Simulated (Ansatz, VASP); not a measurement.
Two plane-wave programs on BN

Contents of POSCAR:

```
BN
1.0
    2.5222584759      0.0000000000      0.0000000000
   -1.2611292380      2.1843399151      0.0000000000
    0.0000000000      0.0000000000      8.2907552106
B N
4 4
Direct
    0.0000000000      0.0000000000      0.0003894312
    0.3333333333      0.6666666667      0.2496892035
    0.0000000000      0.0000000000      0.5003894312
    0.6666666667      0.3333333333      0.7496892035
    0.0000000000      0.0000000000      0.1869898385
    0.3333333333      0.6666666667      0.4379315267
    0.0000000000      0.0000000000      0.6869898385
    0.6666666667      0.3333333333      0.9379315267
```

File INCAR.step1:

```
SYSTEM = BN
ALGO = Normal
EDIFF = 1E-4
ENCUT = 520
GGA = PE
ISMEAR = 0
LASPH = .TRUE.
LCHARG = .FALSE.
LREAL = .FALSE.
LWAVE = .TRUE.
NBANDS = 26
NELM = 60
PREC = Accurate
SIGMA = 0.01
```

File INCAR.step2:

```
SYSTEM = BN
ALGO = Normal
EDIFF = 1E-7
ENCUT = 520
ISIF = 2
ISMEAR = 0
ISTART = 1
LASPH = .TRUE.
LCHARG = .FALSE.
LMIXTAU = .TRUE.
LREAL = .FALSE.
LWAVE = .FALSE.
METAGGA = R2SCAN
NBANDS = 26
NELM = 60
PREC = Accurate
SIGMA = 0.01
```

File KPOINTS:

```
k-points
0
G
  9 9 4
  0 0 0
```

Input for Ansatz:

```yaml
crystal:
  lattice:
    - [2.5222584759, 0.0, 0.0]
    - [-1.261129238, 2.1843399151, 0.0]
    - [0.0, 0.0, 8.2907552106]
  atoms:
    - { symbol: B, position: [0.0, 0.0, 0.0003894312] }
    - { symbol: B, position: [0.3333333333, 0.6666666667, 0.2496892035] }
    - { symbol: B, position: [0.0, 0.0, 0.5003894312] }
    - { symbol: B, position: [0.6666666667, 0.3333333333, 0.7496892035] }
    - { symbol: "N", position: [0.0, 0.0, 0.1869898385] }
    - { symbol: "N", position: [0.3333333333, 0.6666666667, 0.4379315267] }
    - { symbol: "N", position: [0.0, 0.0, 0.6869898385] }
    - { symbol: "N", position: [0.6666666667, 0.3333333333, 0.9379315267] }
kpoints:
  mp_grid: { grid: [9, 9, 4] }
hamiltonian:
  xc: r2scan
scf:
  occupations: { method: fixed }
  n_extra_bands: 6
output:
  forces: true
  stress: true
  eigenvalues: true
```

Alike in both runs: task single point; functional r2SCAN; k mesh 9 × 9 × 4; no spin polarisation.

|  | VASP | Ansatz |
| --- | --- | --- |
| version | VASP 6.6.1 | Ansatz 0.2.0 |
| potentials or method | VASP PAW PBE potentials, release 64 (B, N) | plane waves, PAW |
| plane-wave cutoff (eV) | 520 | 500 |
| occupations | gaussian, width 0.01 eV | fixed |
| valence electrons in the cell | 32 | 32 |

```tsv
	VASP	Ansatz	Ansatz less VASP
gap on the k mesh at the Fermi level (eV)	6.26	6.28	+0.021
pressure (GPa)	13.9	12.6	-1.23
rms of the force components (eV/Å)	0.008	0.007	-0.0009
```

VASP's potentials were made for PBE, not for r2SCAN. Atom by atom the forces differ by 0.001 eV/Å (rms over components).
